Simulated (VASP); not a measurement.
# Bi (Fm-3m) in VASP: a series of runs, part 2 of 2

VASP 6.6.1. The steps go on from the part before.

**3. Single point, PBE**

INCAR

```
PREC = Accurate
ENCUT = 520
EDIFF = 1E-6
ISMEAR = -1
SIGMA = 0.06122561905347299
LREAL = F
LASPH = T
NELM = 60
ALGO = Normal
ISIF = 2
LWAVE = F
LCHARG = T
GGA = PE
LELF = T
LVHAR = T
NBANDS = 14
```

KPOINTS

```
regular mesh
0
Gamma
  19 19 19
```

POSCAR

```
Bi
1.0
    0.0000000000      2.4624959135      2.4624959135
    2.4624959135      0.0000000000      2.4624959135
    2.4624959135      2.4624959135      0.0000000000
Bi
1
Direct
    0.0000000000      0.0000000000      0.0000000000
```

Potentials or basis: VASP PAW PBE potentials, release 64 (Bi_d).

Launch:

```sh
$ cat potpaw_PBE.64/Bi_d/POTCAR > POTCAR
$ mpirun -np 1 vasp_std > vasp.out
```

OUTCAR:

```text
PREC = Accurate
   ENCUT = 520
   EDIFF = 1E-6
   ISMEAR = -1
   LREAL = F
   LASPH = T
   NELM = 60
   ISIF = 2
   GGA = PE

 ion  position               nearest neighbor table
   1  0.000  0.000  0.000-

  LATTYP: Found a face centered cubic cell.
 ALAT       =     4.9249918270

  Lattice vectors:

 A1 = (   0.0000000000,   2.4624959135,   2.4624959135)
 A2 = (   2.4624959135,   0.0000000000,   2.4624959135)
 A3 = (   2.4624959135,   2.4624959135,   0.0000000000)

Analysis of symmetry for initial positions (statically):
=====================================================================
 Subroutine PRICEL returns:
 Original cell was already a primitive cell.

 Routine SETGRP: Setting up the symmetry group for a
 face centered cubic supercell.

 Subroutine GETGRP returns: Found 48 space group operations
 (whereof 48 operations were pure point group operations)
 out of a pool of 48 trial point group operations.

The static configuration has the point symmetry O_h .

Analysis of symmetry for dynamics (positions and initial velocities):
=====================================================================
 Subroutine PRICEL returns:
 Original cell was already a primitive cell.

 Routine SETGRP: Setting up the symmetry group for a
 face centered cubic supercell.

 Subroutine GETGRP returns: Found 48 space group operations
 (whereof 48 operations were pure point group operations)
 out of a pool of 48 trial point group operations.

The dynamic configuration has the point symmetry O_h .

 Subroutine INISYM returns: Found 48 space group operations
 (whereof 48 operations are pure point group operations),
 and found     1 'primitive' translations

----------------------------------------------------------------------------------------

                                     Primitive cell

  volume of cell :      29.8646

  direct lattice vectors                    reciprocal lattice vectors
     0.000000000  2.462495914  2.462495914    -0.203046022  0.203046022  0.203046022
     2.462495914  0.000000000  2.462495914     0.203046022 -0.203046022  0.203046022
     2.462495914  2.462495914  0.000000000     0.203046022  0.203046022 -0.203046022

  length of vectors
     3.482495118  3.482495118  3.482495118     0.351686027  0.351686027  0.351686027

  position of ions in fractional coordinates (direct lattice)
     0.000000000  0.000000000  0.000000000

  ion indices of the primitive-cell ions
   primitive index   ion index
                 1           1

----------------------------------------------------------------------------------------

 KPOINTS: regular mesh

Automatic generation of k-mesh.
 Grid dimensions read from file:
 generate k-points for:   19   19   19

 Generating k-lattice:

  Cartesian coordinates                     Fractional coordinates (reciprocal lattice)
    -0.010686633  0.010686633  0.010686633     0.052631579  0.000000000  0.000000000
     0.010686633 -0.010686633  0.010686633     0.000000000  0.052631579  0.000000000
     0.010686633  0.010686633 -0.010686633     0.000000000  0.000000000  0.052631579

  Length of vectors
     0.018509791  0.018509791  0.018509791

  Shift w.r.t. Gamma in fractional coordinates (k-lattice)
     0.000000000  0.000000000  0.000000000

 Subroutine IBZKPT returns following result:
 ===========================================

 Found    220 irreducible k-points:

 Following reciprocal coordinates:
            Coordinates               Weight
  0.000000  0.000000  0.000000      1.000000
  0.052632  0.000000  0.000000      8.000000
  0.105263  0.000000  0.000000      8.000000
  0.157895  0.000000  0.000000      8.000000
  0.210526  0.000000  0.000000      8.000000
  0.263158  0.000000  0.000000      8.000000
[... 16 lines left out ...]
 -0.315789  0.052632  0.000000     24.000000
 -0.263158  0.052632  0.000000     24.000000
 [... further k-points ...]
   k-points           NKPTS =    220   k-points in BZ     NKDIM =    220   number of bands    NBANDS=     14
   number of dos      NEDOS =    301   number of ions     NIONS =      1
   total plane-waves  NPLWV =  21952
   dimension x,y,z NGX =    28 NGY =   28 NGZ =   28
   dimension x,y,z NGXF=    56 NGYF=   56 NGZF=   56
   ions per type =               1
   NGX,Y,Z   is equivalent  to a cutoff of  13.37, 13.37, 13.37 a.u.
   NGXF,Y,Z  is equivalent  to a cutoff of  26.73, 26.73, 26.73 a.u.
 SYSTEM =  unknown system
   PREC   = accura    normal or accurate (medium, high low for compatibility)
   ISTART =      0    job   : 0-new  1-cont  2-samecut
   ICHARG =      2    charge: 1-file 2-atom 10-const
   ISPIN  =      1    spin polarized calculation?
   LNONCOLLINEAR =      F non collinear calculations
   LSORBIT =      F    spin-orbit coupling
   LASPH  =      T    aspherical Exc in radial PAW
   ENCUT  =  520.0 eV  38.22 Ry    6.18 a.u.   6.48  6.48  6.48*2*pi/ulx,y,z
   NELM   =     60;   NELMIN=  2; NELMDL= -5     # of ELM steps
   EDIFF  = 0.1E-05   stopping-criterion for ELM
   LREAL  =      F    real-space projection
   EDIFFG = 0.1E-04   stopping-criterion for IOM
   NSW    =      0    number of steps for IOM
   IBRION =     -1    ionic relax: 0-MD 1-quasi-New 2-CG
   NFREE  =      0    steps in history (QN), initial steepest desc. (CG)
   ISIF   =      2    stress and relaxation
   ISYM   =      2    0-nonsym 1-usesym 2-fastsym
   POTIM  = 0.5000    time-step for ionic-motion
   TEBEG  =    0.0;   TEEND  =   0.0 temperature during run
   PSTRESS=    0.0 pullay stress
   NELECT =      15.0000    total number of electrons
   NUPDOWN=      -1.0000    fix difference up-down
   EMIN   =  10.00;   EMAX   =-10.00  energy-range for DOS
   EFERMI =   0.00;   METHOD = LEGACY
   ISMEAR =    -1;   SIGMA  =   0.06  broadening in eV -4-tet -1-fermi 0-gaus
   EFERMI_NEDOS =   21; number of points for ismear=-14 and -15
   IALGO  =     38    algorithm
   IMIX   =      4    mixing-type and parameters
     AMIX     =   0.40;   BMIX     =  1.00
     AMIX_MAG =   1.60;   BMIX_MAG =  1.00
  volume/ion in A,a.u.               =      29.86       201.54
  Fermi-wavevector in a.u.,A,eV,Ry     =   1.301327  2.459151 23.040808  1.693452
  Thomas-Fermi vector in A             =   2.432468
   LORBIT       =      0    0 simple, 1 ext, 2 COOP (PROOUT), +10 PAW based schemes
   GGA     = PE    functional components
   LHFCALC =     F    Hartree Fock is set to
   AEXX    =    0.0000 exact exchange contribution
   IVDW    =     0    specifies the selected vdW correction
   LEPSILON=     F    determine dielectric tensor
   LRPA    =     F    only Hartree local field effects (RPA)
 non-spin polarized calculation
  energy-cutoff  :      520.00
  volume of cell :       29.86
 maximum number of plane-waves:       825
 NGX is ok and might be reduce to    28
   NGX = 13   NGY = 13   NGZ = 13

 number of electron      15.0000001 magnetization

 Free energy of the ion-electron system (eV)
  ---------------------------------------------------
  ext. energy  EPLUGINS =         0.00000000
  ---------------------------------------------------
  free energy    TOTEN  =        -3.68732367 eV

  energy without entropy =       -3.67864708  energy(sigma->0) =       -3.68298538

 E-fermi :   8.5644     XC(G=0): -10.4946

 val. band max:        8.5617084278   @ k =  -0.4737   0.4737   0.0000
 cond. band min:       8.5655029043   @ k =   0.2105   0.0000   0.0000
 fundamental gap:      0.0037944765
 Fermi energy:         8.5644317470

 k-point     1 :       0.0000    0.0000    0.0000
  band No.  band energies     occupation
      1     -14.6076      2.00000
      2     -14.6076      2.00000
      3     -14.6076      2.00000
      4     -14.5262      2.00000
      5     -14.5262      2.00000
      6      -5.3743      2.00000
      7      13.7534      0.00000
      8      13.7534      0.00000
      9      13.7534      0.00000
     10      17.5611      0.00000
     11      17.8611      0.00000
     12      19.5488      0.00000
     13      19.5488      0.00000
     14      19.5488      0.00000
[... 375 lines left out ...]
 k-point    24 :      -0.2632    0.0526    0.0000
  band No.  band energies     occupation
      1     -14.6021      2.00000
      2     -14.5853      2.00000
      3     -14.5842      2.00000
      4     -14.5025      2.00000
      5     -14.4832      2.00000
      6      -3.9537      2.00000
      7       6.6285      2.00000
      8      11.8037      0.00000
      9      12.9689      0.00000
     10      16.4945      0.00000
     11      18.1044      0.00000
     12      19.0433      0.00000
     13      20.4706      0.00000
     14      21.6445      0.00000

 [... further k-points ...]

------------------------ aborting loop because EDIFF is reached ----------------------------------------

  FORCE on cell =-STRESS in cart. coord.  units (eV):
  Direction    XX          YY          ZZ          XY          YZ          ZX
  --------------------------------------------------------------------------------------
  -------------------------------------------------------------------------------------
  Total        0.6739776      0.6739776      0.6739776     -0.0000000     -0.0000000      0.0000000
  in kB       36.1575932     36.1575932     36.1575932     -0.0000000     -0.0000000      0.0000000
  external PRESSURE =      36.1575932 kB  Pullay stress =       0.0000000 kB

 VOLUME and BASIS-vectors are now :
 -----------------------------------------------------------------------------
  energy-cutoff  :      520.00
  volume of cell :       29.86
      direct lattice vectors                 reciprocal lattice vectors
     0.000000000  2.462495914  2.462495914    -0.203046022  0.203046022  0.203046022
     2.462495914  0.000000000  2.462495914     0.203046022 -0.203046022  0.203046022
     2.462495914  2.462495914  0.000000000     0.203046022  0.203046022 -0.203046022

 POSITION                                       TOTAL-FORCE (eV/Angst)
 -----------------------------------------------------------------------------------
      0.00000      0.00000      0.00000         0.000000      0.000000      0.000000
 -----------------------------------------------------------------------------------
    total drift:                               -0.000000     -0.000000     -0.000000

  FREE ENERGIE OF THE ION-ELECTRON SYSTEM (eV)
  ---------------------------------------------------
  free  energy   TOTEN  =        -3.6873236718 eV

  energy  without entropy=       -3.6786470827  energy(sigma->0) =       -3.68298538
```

OSZICAR:

```text
N       E                     dE             d eps       ncg     rms          rms(c)
DAV:   1     0.113562376778E+03    0.11356E+03   -0.76686E+03  6240   0.124E+03
DAV:   2     0.283717330482E+01   -0.11073E+03   -0.10716E+03  6652   0.340E+02
DAV:   3    -0.353819362541E+01   -0.63754E+01   -0.63531E+01  7684   0.788E+01
DAV:   4    -0.368583889377E+01   -0.14765E+00   -0.14761E+00  7860   0.127E+01
DAV:   5    -0.369194800144E+01   -0.61091E-02   -0.61089E-02  8708   0.236E+00    0.434E-01
DAV:   6    -0.368808407077E+01    0.38639E-02   -0.70799E-03  8324   0.116E+00    0.258E-01
DAV:   7    -0.368728684454E+01    0.79723E-03   -0.44423E-03  8194   0.932E-01    0.775E-02
DAV:   8    -0.368732547234E+01   -0.38628E-04   -0.47372E-04  8240   0.317E-01    0.882E-03
DAV:   9    -0.368732424764E+01    0.12247E-05   -0.10580E-05  8910   0.445E-02    0.420E-03
DAV:  10    -0.368732367177E+01    0.57587E-06   -0.91119E-07  6018   0.884E-03
   1 F= -.36873237E+01 E0= -.36829854E+01  d E =-.867659E-02
```

It took 1.7 min on 1 thread of AMD EPYC 7R43 (Zen 3), shared host; peak memory 0.18 GiB.

Results:

- Free energy: -3.6873 eV
- Pressure: 3.6 GPa
- Band gap on the k mesh: zero (an odd number of electrons rules out a gap without spin polarisation)

Levels at points of the mesh, in eV from the Fermi level:
| k point | band 3 | band 4 | band 5 | band 6 | band 7 | band 8 | band 9 | band 10 | band 11 | band 12 |
| --- | --- | --- | --- | --- | --- | --- | --- | --- | --- | --- |
| (0.00, 0.00, 0.00) | -23.17 | -23.09 | -23.09 | -13.94 | 5.19 | 5.19 | 5.19 | 9.00 | 9.30 | 10.98 |

Caveat: the cell stands under pressure; spin-orbit coupling is left out, which moves the levels of the heavy elements.

**4. Single point, PBE**

This run uses another cell than the first one, of 30.50 Å³/atom.

INCAR

```
PREC = Accurate
ENCUT = 520
EDIFF = 1E-7
ISMEAR = -1
SIGMA = 0.06122561905347299
LREAL = False
LASPH = True
NELM = 80
ALGO = Normal
ISIF = 2
LWAVE = False
LCHARG = False
GGA = PE
NBANDS = 14
```

KPOINTS

```
Automatic mesh
0
Gamma
  19 19 19
```

POSCAR

```
Bi
1.0
    0.0000000000      2.4798380054      2.4798380054
    2.4798380054      0.0000000000      2.4798380054
    2.4798380054      2.4798380054      0.0000000000
Bi
1
Direct
    0.0000000000      0.0000000000      0.0000000000
```

Launch:

```sh
$ cat potpaw_PBE.64/Bi_d/POTCAR > POTCAR
$ mpirun -np 1 vasp_std > vasp.out
```

Run time: 1.9 min. Hardware: 1 thread of AMD EPYC 7R43 (Zen 3), shared host; peak memory 0.18 GiB.

Results (log left out):

```yaml
Free_energy: -3.6992 eV
Pressure: 2.2 GPa
Band_gap_on_the_k_mesh: zero (an odd number of electrons rules out a gap without spin polarisation)
```

Levels at points of the mesh, in eV from the Fermi level:
| k point | band 4 | band 5 | band 6 | band 7 | band 8 | band 9 | band 10 | band 11 |
| --- | --- | --- | --- | --- | --- | --- | --- | --- |
| (0.00, 0.00, 0.00) | -23.08 | -23.08 | -13.79 | 5.04 | 5.04 | 5.04 | 9.01 | 9.04 |

Caveat: spin-orbit coupling is left out, which moves the levels of the heavy elements.

**5. Single point, PBE**

This run uses another cell than the first one, of 30.50 Å³/atom.

INCAR

```
SYSTEM = Bi
PREC = Accurate ; ENCUT = 520
EDIFF = 1E-6 ; ISMEAR = -1
SIGMA = 0.06122561905347299 ; LREAL = .False.
LASPH = .True. ; NELM = 100
ALGO = Normal ; ISIF = 2
LWAVE = .False. ; LCHARG = .True.
GGA = PE ; LELF = .True.
LVHAR = .True. ; NBANDS = 14
```

KPOINTS

```
Automatic mesh
0
Gamma
  19 19 19
  0 0 0
```

POSCAR is that of step 4.

Potentials or basis: VASP PAW PBE potentials, release 64 (Bi_d).

Launch:

```sh
$ cat potpaw_PBE.64/Bi_d/POTCAR > POTCAR
$ mpirun -np 1 vasp_std > vasp.out
```

OUTCAR:

```text
SYSTEM = Bi
   PREC = Accurate
   ENCUT = 520
   EDIFF = 1E-6
   ISMEAR = -1
   LREAL = .False.
   LASPH = .True.
   NELM = 100
   ISIF = 2
   GGA = PE

 ion  position               nearest neighbor table
   1  0.000  0.000  0.000-

  LATTYP: Found a face centered cubic cell.
 ALAT       =     4.9596760108

  Lattice vectors:

 A1 = (   0.0000000000,   2.4798380054,   2.4798380054)
 A2 = (   2.4798380054,   0.0000000000,   2.4798380054)
 A3 = (   2.4798380054,   2.4798380054,   0.0000000000)

Analysis of symmetry for initial positions (statically):
=====================================================================
 Subroutine PRICEL returns:
 Original cell was already a primitive cell.

 Routine SETGRP: Setting up the symmetry group for a
 face centered cubic supercell.

 Subroutine GETGRP returns: Found 48 space group operations
 (whereof 48 operations were pure point group operations)
 out of a pool of 48 trial point group operations.

The static configuration has the point symmetry O_h .

Analysis of symmetry for dynamics (positions and initial velocities):
=====================================================================
 Subroutine PRICEL returns:
 Original cell was already a primitive cell.

 Routine SETGRP: Setting up the symmetry group for a
 face centered cubic supercell.

 Subroutine GETGRP returns: Found 48 space group operations
 (whereof 48 operations were pure point group operations)
 out of a pool of 48 trial point group operations.

The dynamic configuration has the point symmetry O_h .

 Subroutine INISYM returns: Found 48 space group operations
 (whereof 48 operations are pure point group operations),
 and found     1 'primitive' translations

----------------------------------------------------------------------------------------

                                     Primitive cell
[... 114 lines left out ...]
   GGA     = PE    functional components
   LHFCALC =     F    Hartree Fock is set to
   AEXX    =    0.0000 exact exchange contribution
   IVDW    =     0    specifies the selected vdW correction
   LEPSILON=     F    determine dielectric tensor
   LRPA    =     F    only Hartree local field effects (RPA)
 non-spin polarized calculation
  energy-cutoff  :      520.00
  volume of cell :       30.50
 maximum number of plane-waves:       869
 NGX is ok and might be reduce to    28
   NGX = 13   NGY = 13   NGZ = 13

 number of electron      15.0000004 magnetization

 Free energy of the ion-electron system (eV)
  ---------------------------------------------------
  ext. energy  EPLUGINS =         0.00000000
  ---------------------------------------------------
  free energy    TOTEN  =        -3.69915560 eV

  energy without entropy =       -3.69031765  energy(sigma->0) =       -3.69473663

 E-fermi :   8.2931     XC(G=0): -10.3929

 val. band max:        8.2831464885   @ k =  -0.1579   0.2632   0.1053
 cond. band min:       8.3002381785   @ k =  -0.4737   0.4737   0.0000
 fundamental gap:      0.0170916900
 Fermi energy:         8.2931396176

 k-point     1 :       0.0000    0.0000    0.0000
  band No.  band energies     occupation
      1     -14.8616      2.00000
      2     -14.8616      2.00000
      3     -14.8616      2.00000
      4     -14.7862      2.00000
      5     -14.7862      2.00000
      6      -5.4926      2.00000
      7      13.3373      0.00000
      8      13.3373      0.00000
      9      13.3373      0.00000
     10      17.3065      0.00000
     11      17.3380      0.00000
     12      19.1651      0.00000
     13      19.1651      0.00000
     14      19.1651      0.00000
[... 377 lines left out ...]
      1     -14.8558      2.00000
      2     -14.8408      2.00000
      3     -14.8398      2.00000
      4     -14.7638      2.00000
      5     -14.7458      2.00000
      6      -4.1129      2.00000
      7       6.3741      2.00000
      8      11.4507      0.00000
      9      12.5733      0.00000
     10      16.1362      0.00000
     11      17.7810      0.00000
     12      18.6876      0.00000
     13      20.0957      0.00000
     14      21.2193      0.00000

 [... further k-points ...]

------------------------ aborting loop because EDIFF is reached ----------------------------------------

  FORCE on cell =-STRESS in cart. coord.  units (eV):
  Direction    XX          YY          ZZ          XY          YZ          ZX
  --------------------------------------------------------------------------------------
  -------------------------------------------------------------------------------------
  Total        0.4297504      0.4297504      0.4297504     -0.0000000     -0.0000000     -0.0000000
  in kB       22.5749560     22.5749560     22.5749560     -0.0000000     -0.0000000     -0.0000000
  external PRESSURE =      22.5749560 kB  Pullay stress =       0.0000000 kB

 VOLUME and BASIS-vectors are now :
 -----------------------------------------------------------------------------
  energy-cutoff  :      520.00
  volume of cell :       30.50
      direct lattice vectors                 reciprocal lattice vectors
     0.000000000  2.479838005  2.479838005    -0.201626074  0.201626074  0.201626074
     2.479838005  0.000000000  2.479838005     0.201626074 -0.201626074  0.201626074
     2.479838005  2.479838005  0.000000000     0.201626074  0.201626074 -0.201626074

 POSITION                                       TOTAL-FORCE (eV/Angst)
 -----------------------------------------------------------------------------------
      0.00000      0.00000      0.00000        -0.000000      0.000000     -0.000000
 -----------------------------------------------------------------------------------
    total drift:                               -0.000000     -0.000000     -0.000000

  FREE ENERGIE OF THE ION-ELECTRON SYSTEM (eV)
  ---------------------------------------------------
  free  energy   TOTEN  =        -3.6991556012 eV

  energy  without entropy=       -3.6903176512  energy(sigma->0) =       -3.69473663
```

stdout:

```text
POSCAR found type information on POSCAR Bi
 POSCAR found :  1 types and       1 ions
 scaLAPACK will be used
 LDA part: xc-table for (Slater+PW92), standard interpolation
 POSCAR, INCAR and KPOINTS ok, starting setup
 FFT: planning ... GRIDC
 FFT: planning ... GRID_SOFT
 FFT: planning ... GRID
 WAVECAR not read
 entering main loop
```

It took 1.7 min on 1 thread of AMD EPYC 7R43 (Zen 3), shared host; peak memory 0.18 GiB.

What came out:

```
Free energy            : -3.6992 eV
Pressure               : 2.3 GPa
Band gap on the k mesh : zero (an odd number of electrons rules out a gap without spin polarisation)
```

Caveat: spin-orbit coupling is left out, which moves the levels of the heavy elements.
